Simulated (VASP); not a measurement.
# BN (P4_322) in VASP: a series of runs, part 2 of 2

VASP 6.6.1. The steps go on from the part before.

## 4. Relaxation of cell and atoms, PBE

The input, INCAR:

```
SYSTEM = BN
ALGO = Normal
EDIFF = 1E-6
EDIFFG = -0.04
ENCUT = 600
GGA = PE
IBRION = 2
ISIF = 3
ISMEAR = 0
LASPH = .True.
LCHARG = .False.
LREAL = .False.
LWAVE = .False.
NELM = 80
NSW = 90
PREC = Accurate
SIGMA = 0.1
```

The input, KPOINTS:

```
k-points
0
Gamma
  6 6 4
  0 0 0
```

The input, POSCAR:

```
BN
1.0
    2.7041046900      0.0000000000      0.0000000000
    0.0000000000      2.7041046900      0.0000000000
    0.0000000000      0.0000000000      5.3933582700
B N
4 4
Direct
    0.1113820100      0.5000000000      0.2500000000
    0.5000000000      0.8886179900      0.5000000000
    0.5000000000      0.1113820100      0.0000000000
    0.8886179900      0.5000000000      0.7500000000
    0.0000000000      0.6113820100      0.5000000000
    0.3886179900      0.0000000000      0.2500000000
    0.6113820100      0.0000000000      0.7500000000
    0.0000000000      0.3886179900      0.0000000000
```

Potentials or basis: VASP PAW PBE potentials, release 64 (B, N).

Command:

```
cat potpaw_PBE.64/B/POTCAR potpaw_PBE.64/N/POTCAR > POTCAR
mpirun -np 1 vasp_std > vasp.out
```

OUTCAR:

```text
SYSTEM = BN
   EDIFF = 1E-6
   EDIFFG = -0.04
   ENCUT = 600
   GGA = PE
   IBRION = 2
   ISIF = 3
   ISMEAR = 0
   LASPH = .True.
   LREAL = .False.
   NELM = 80
   NSW = 90
   PREC = Accurate

 ion  position               nearest neighbor table
   1  0.111  0.500  0.250-   5 1.41   8 1.41   6 1.55   6 1.55   2 2.01   3 2.01
   2  0.500  0.889  0.500-   6 1.41   7 1.41   5 1.55   5 1.55   1 2.01   4 2.01
   3  0.500  0.111  0.000-   6 1.41   7 1.41   8 1.55   8 1.55   1 2.01   4 2.01
   4  0.889  0.500  0.750-   5 1.41   8 1.41   7 1.55   7 1.55   2 2.01   3 2.01
   5  0.000  0.611  0.500-   1 1.41   4 1.41   2 1.55   2 1.55
   6  0.389  0.000  0.250-   2 1.41   3 1.41   1 1.55   1 1.55
   7  0.611  0.000  0.750-   2 1.41   3 1.41   4 1.55   4 1.55
   8  0.000  0.389  0.000-   1 1.41   4 1.41   3 1.55   3 1.55

  LATTYP: Found a simple tetragonal cell.
 ALAT       =     2.7041046900
 C/A-ratio  =     1.9945079382

[... 904 lines left out ...]

[... ionic steps 4 to 9 ...]

--------------------------------------- Ionic step       10  -------------------------------------------

 number of electron      32.0000004 magnetization

------------------------ aborting loop because EDIFF is reached ----------------------------------------
[... 79 lines left out ...]
--------------------------------------- Ionic step       12  -------------------------------------------

 number of electron      32.0000003 magnetization

 Free energy of the ion-electron system (eV)
  ---------------------------------------------------
  ext. energy  EPLUGINS =         0.00000000
  ---------------------------------------------------
  free energy    TOTEN  =       -60.74748198 eV

  energy without entropy =      -60.74684591  energy(sigma->0) =      -60.74716395

 E-fermi :   7.5771     XC(G=0): -12.3799

 val. band max:        7.5313890551   @ k =   0.5000   0.5000   0.0000
 cond. band min:       7.6227332559   @ k =   0.0000   0.0000   0.0000
 fundamental gap:      0.0913442007
 Fermi energy:         7.5770611640

 k-point     1 :       0.0000    0.0000    0.0000
  band No.  band energies     occupation
      1     -13.3354      2.00000
      2     -10.5429      2.00000
      3     -10.5429      2.00000
      4      -5.7256      2.00000
      5      -2.9326      2.00000
      6       0.0317      2.00000
[... 602 lines left out ...]
  FREE ENERGIE OF THE ION-ELECTRON SYSTEM (eV)
  ---------------------------------------------------
  free  energy   TOTEN  =       -60.7474819788 eV

  energy  without entropy=      -60.7468459137  energy(sigma->0) =      -60.74716395

 reached required accuracy - stopping structural energy minimisation
```

OSZICAR:

```text
N       E                     dE             d eps       ncg     rms          rms(c)
DAV:   1     0.168481259477E+03    0.16848E+03   -0.19626E+04  1260   0.172E+03
DAV:   2    -0.543117569679E+02   -0.22279E+03   -0.21039E+03  1747   0.394E+02
DAV:   3    -0.623818718055E+02   -0.80701E+01   -0.79922E+01  1568   0.746E+01
DAV:   4    -0.624597247273E+02   -0.77853E-01   -0.77761E-01  1520   0.763E+00
[... 100 lines left out ...]
DAV:   1    -0.607475725647E+02   -0.35527E-03   -0.39358E-02  1355   0.152E+00    0.793E-02
DAV:   2    -0.607475203950E+02    0.52170E-04   -0.51547E-04  1645   0.172E-01    0.464E-02
DAV:   3    -0.607474834612E+02    0.36934E-04   -0.57831E-05  1527   0.570E-02    0.928E-03
DAV:   4    -0.607474822321E+02    0.12291E-05   -0.80116E-06  1505   0.215E-02    0.347E-03
DAV:   5    -0.607474819788E+02    0.25329E-06   -0.35325E-07   820   0.501E-03
  12 F= -.60747482E+02 E0= -.60747164E+02  d E =-.176158E-02
```

Run time: 2.7 min. Hardware: 1 thread of Intel Xeon Platinum 8488C (Sapphire Rapids), shared host; peak memory 0.17 GiB.

Results:

```
Free energy                           : -60.7475 eV
Relaxed volume                        : 6.46 Å³/atom
Relaxed cell                          : a = 3.002 Å, b = 3.002 Å, c = 5.736 Å, α = 90.00°, β = 90.00°, γ = 90.00°
Space group after relaxing (to 0.1 Å) : P4_322 (No. 95)
Energy gained by relaxing             : 607.4 meV/atom
Ionic steps                           : 12
Pressure after relaxing               : 0.9 GPa
Largest force after relaxing          : 0.033 eV/Å
Band gap on the k mesh                : 0.09 eV (least direct gap 0.49 eV)
```

Forces in eV/Å, atoms in the order of the input:
```
B   -0.021  0.000  0.000
B    0.000  0.021  0.000
B    0.000 -0.021  0.000
B    0.021  0.000  0.000
N    0.000  0.033  0.000
N   -0.033  0.000  0.000
N    0.033  0.000  0.000
N    0.000 -0.033  0.000
```

The path:
```
step  energy change (eV)  largest force (eV/Å)  pressure (GPa)  volume (Å³)
   1              0.0000                2.1939          141.58        39.44
   2              1.0417                2.2116          -61.91        69.55
   3             -4.5685                0.8420           -6.75        51.03
   4             -4.5969                0.8743           -1.14        50.22
   5             -4.5988                0.8883            1.16        49.90
   6             -4.7569                0.2488            1.33        50.46
   7             -4.7726                0.4321            1.36        50.68
   8             -4.8400                0.1751           -0.08        51.27
   9             -4.8576                0.0854           -0.51        51.76
  10             -4.8577                0.0978           -0.53        51.79
  11             -4.8592                0.0071            1.47        51.63
  12             -4.8595                0.0329            0.90        51.68
```

Final structure:
```
CELL_PARAMETERS angstrom
3.00159 0.00000 0.00000
0.00000 3.00159 0.00000
0.00000 0.00000 5.73587
ATOMIC_POSITIONS crystal
B 0.14842 0.50000 0.25000
B 0.50000 0.85158 0.50000
B 0.50000 0.14842 0.00000
B 0.85158 0.50000 0.75000
N 0.00000 0.58707 0.50000
N 0.41294 0.00000 0.25000
N 0.58707 0.00000 0.75000
N 0.00000 0.41294 0.00000
```

Levels at points of the mesh, in eV from the valence-band top:
```
           k point  band 14  band 15  band 16  band 17  band 18  band 19
(0.00, 0.00, 0.00)    -2.47    -0.40    -0.40     0.09     3.20     4.39
(0.50, 0.00, 0.00)    -2.48    -2.21    -1.02     2.14     2.93     5.72
(0.50, 0.50, 0.00)    -3.92    -1.70     0.00     4.66     4.66     6.39
(0.00, 0.00, 0.50)    -2.04    -1.12    -1.12     1.60     1.60     5.81
(0.50, 0.00, 0.50)    -2.99    -1.27    -1.27     3.23     3.23     5.54
(0.50, 0.50, 0.50)    -4.36    -2.21    -2.21     6.69     6.69     7.74
```

Caveat: the volume moved by over 15 % at a fixed basis, so the end points are rough. A k mesh can miss the band edges.

## 5. Single point, PBE

This run uses another cell than the first one, of 6.50 Å³/atom.

The input, INCAR:

```
SYSTEM = BN
  PREC = Accurate
  ENCUT = 520
  EDIFF = 1E-6
  ISMEAR = 0
  SIGMA = 0.01
  LREAL = .FALSE.
  LASPH = .TRUE.
  NELM = 80
  ALGO = Normal
  ISIF = 2
  LWAVE = .FALSE.
  LCHARG = .TRUE.
  GGA = PE
  LELF = .TRUE.
  LVHAR = .TRUE.
  NBANDS = 26
```

The input, KPOINTS:

```
regular mesh
0
G
  12 12 6
  0 0 0
```

The input, POSCAR:

```
BN
1.0
    3.0117129062      0.0000000000      0.0000000000
    0.0000000000      3.0117129062      0.0000000000
    0.0000000000      0.0000000000      5.7305671753
B N
4 4
Direct
    0.1475935893      0.5000000000      0.2500000000
    0.5000000000      0.8524064107      0.5000000000
    0.5000000000      0.1475935893      0.0000000000
    0.8524064107      0.5000000000      0.7500000000
    0.0000000000      0.5881104150      0.5000000000
    0.4118895850      0.0000000000      0.2500000000
    0.5881104150      0.0000000000      0.7500000000
    0.0000000000      0.4118895850      0.0000000000
```

Command:

```
cat potpaw_PBE.64/B/POTCAR potpaw_PBE.64/N/POTCAR > POTCAR
mpirun -np 1 vasp_std > vasp.out
```

Run time: 1.8 min. Hardware: 1 thread of Intel Xeon Platinum 8488C (Sapphire Rapids), shared host; peak memory 0.24 GiB.

It converged, with:

```
Free energy            : -60.7659 eV
Pressure               : 0.1 GPa
Band gap on the k mesh : 0.05 eV (least direct gap 0.48 eV)
```

Stress tensor (GPa, compression positive):
```
0.01 0.00 0.00
0.00 0.01 0.00
0.00 0.00 0.20
```

Levels at points of the mesh, in eV from the valence-band top:
```tsv
k point	band 12	band 13	band 14	band 15	band 16	band 17	band 18	band 19	band 20	band 21
(0.00, 0.00, 0.00)	-3.74	-3.37	-2.50	-0.43	-0.43	0.05	3.23	4.34	4.34	6.96
(0.50, 0.00, 0.00)	-4.09	-3.16	-2.49	-2.25	-1.07	2.06	2.92	5.65	6.31	6.56
(0.50, 0.50, 0.00)	-6.87	-3.91	-3.91	-1.68	0.00	4.65	4.65	6.45	8.89	9.00
(0.00, 0.00, 0.50)	-5.17	-2.07	-2.07	-1.16	-1.16	1.56	1.56	5.78	5.78	7.11
(0.50, 0.00, 0.50)	-4.68	-3.04	-3.04	-1.30	-1.30	3.18	3.18	5.47	5.47	8.39
(0.50, 0.50, 0.50)	-6.77	-4.34	-4.34	-2.20	-2.20	6.64	6.64	7.70	7.70	9.18
```

## 6. Relaxation of cell and atoms, PBE

This run uses another cell than the first one, of 6.49 Å³/atom.

The input, INCAR:

```
PREC = Accurate ; ENCUT = 600
EDIFF = 1E-7 ; ISMEAR = 0
SIGMA = 0.01 ; LREAL = F
LASPH = T ; NELM = 60
ALGO = Normal ; ISIF = 3
LWAVE = F ; LCHARG = F
GGA = PE ; IBRION = 2
NSW = 100 ; EDIFFG = -0.01
```

The input, KPOINTS:

```
regular mesh
0
Gamma
  12 12 6
```

The input, POSCAR:

```
BN
1.0
    3.0107149741      0.0000000000      0.0000000000
    0.0000000000      3.0107149741      0.0000000000
    0.0000000000      0.0000000000      5.7286682869
B N
4 4
Direct
    0.1477926734      0.5000000000      0.2500000000
    0.5000000000      0.8522073266      0.5000000000
    0.5000000000      0.1477926734      0.0000000000
    0.8522073266      0.5000000000      0.7500000000
    0.0000000000      0.5879083797      0.5000000000
    0.4120916203      0.0000000000      0.2500000000
    0.5879083797      0.0000000000      0.7500000000
    0.0000000000      0.4120916203      0.0000000000
```

Potentials or basis: VASP PAW PBE potentials, release 64 (B, N).

Command:

```
cat potpaw_PBE.64/B/POTCAR potpaw_PBE.64/N/POTCAR > POTCAR
mpirun -np 1 vasp_std > vasp.out
```

Wall time 2.3 min (1 thread of Intel Xeon Platinum 8488C (Sapphire Rapids), shared host); peak memory 0.25 GiB.

It converged, with:

* Free energy: -60.7784 eV
* Relaxed volume: 6.50 Å³/atom
* Relaxed cell: a = 3.011 Å, b = 3.011 Å, c = 5.732 Å, α = 90.00°, β = 90.00°, γ = 90.00°
* Space group after relaxing (to 0.1 Å): P4_322 (No. 95)
* Energy gained by relaxing: 0.0 meV/atom
* Ionic steps: 2
* Pressure after relaxing: -0.2 GPa
* Largest force after relaxing: 0.009 eV/Å
* Band gap on the k mesh: 0.05 eV (least direct gap 0.48 eV)

Forces in eV/Å, atoms in the order of the input:
```
B   -0.002  0.000  0.000
B    0.000  0.002  0.000
B    0.000 -0.002  0.000
B    0.002  0.000  0.000
N    0.000  0.009  0.000
N   -0.009  0.000  0.000
N    0.009  0.000  0.000
N    0.000 -0.009  0.000
```

Final structure:
```cif
data_structure
_symmetry_space_group_name_H-M 'P 1'
_symmetry_Int_Tables_number 1
_cell_length_a 3.0110
_cell_length_b 3.0110
_cell_length_c 5.7322
_cell_angle_alpha 90.000
_cell_angle_beta 90.000
_cell_angle_gamma 90.000
_cell_volume 51.97
loop_
_atom_site_label
_atom_site_type_symbol
_atom_site_fract_x
_atom_site_fract_y
_atom_site_fract_z
_atom_site_occupancy
B1 B 0.14765 0.50000 0.25000 1
B2 B 0.50000 0.85235 0.50000 1
B3 B 0.50000 0.14765 0.00000 1
B4 B 0.85235 0.50000 0.75000 1
N1 N 0.00000 0.58794 0.50000 1
N2 N 0.41206 0.00000 0.25000 1
N3 N 0.58794 0.00000 0.75000 1
N4 N 0.00000 0.41206 0.00000 1
```

Levels at points of the mesh, in eV from the valence-band top:
| k point | band 12 | band 13 | band 14 | band 15 | band 16 | band 17 | band 18 | band 19 | band 20 | band 21 |
| --- | --- | --- | --- | --- | --- | --- | --- | --- | --- | --- |
| (0.00, 0.00, 0.00) | -3.74 | -3.37 | -2.50 | -0.43 | -0.43 | 0.05 | 3.22 | 4.34 | 4.34 | 6.97 |
| (0.50, 0.00, 0.00) | -4.09 | -3.16 | -2.48 | -2.24 | -1.06 | 2.07 | 2.92 | 5.65 | 6.31 | 6.56 |
| (0.50, 0.50, 0.00) | -6.87 | -3.91 | -3.91 | -1.68 | 0.00 | 4.65 | 4.65 | 6.44 | 8.89 | 9.01 |
| (0.00, 0.00, 0.50) | -5.16 | -2.06 | -2.06 | -1.15 | -1.15 | 1.56 | 1.56 | 5.78 | 5.78 | 7.11 |
| (0.50, 0.00, 0.50) | -4.68 | -3.03 | -3.03 | -1.29 | -1.29 | 3.19 | 3.19 | 5.48 | 5.48 | 8.38 |
| (0.50, 0.50, 0.50) | -6.76 | -4.34 | -4.34 | -2.20 | -2.20 | 6.64 | 6.64 | 7.70 | 7.70 | 9.18 |

A k mesh can miss the band edges.

## 7. The runs side by side

| task | cell | k mesh | cutoff (eV) | smearing | gap on the mesh (eV) | pressure (GPa) | largest force (eV/Å) |
| --- | --- | --- | --- | --- | --- | --- | --- |
| single point | a = 2.704, b = 2.704, c = 5.393 Å, 8 atoms, atomic positions A | 6 × 6 × 4 | 520 | gaussian 0.1 eV | 0.93 | 141.8 | 2.19 |
| single point | a = 3.011, b = 3.011, c = 5.729 Å, 8 atoms, atomic positions B | 6 × 6 × 4 | 520 | gaussian 0.1 eV | 0.04 | 0.3 | - |
| relaxation of cell and atoms | relaxed from a = 2.704, b = 2.704, c = 5.393 Å, 8 atoms, atomic positions A | 6 × 6 × 4 | 600 | gaussian 0.1 eV | 0.09 | 0.9 | 0.03 |
| single point | a = 3.012, b = 3.012, c = 5.731 Å, 8 atoms, atomic positions B | 12 × 12 × 6 | 520 | gaussian 0.01 eV | 0.05 | 0.1 | - |
| relaxation of cell and atoms | relaxed from a = 3.011, b = 3.011, c = 5.729 Å, 8 atoms, atomic positions B | 12 × 12 × 6 | 600 | gaussian 0.01 eV | 0.05 | -0.2 | 0.01 |

Alike in all rows: level PBE; potentials or basis VASP PAW PBE potentials, release 64 (B, N); no spin polarisation.

Caveats: the cell stands under pressure (at least some runs); forces of over 1 eV/Å act on the atoms, so gaps and moduli don't describe the material at rest (at least some runs); the volume moved by over 15 % at a fixed basis, so the end points are rough (at least some runs).

Absolute energies hang on the potentials; compare differences alone.
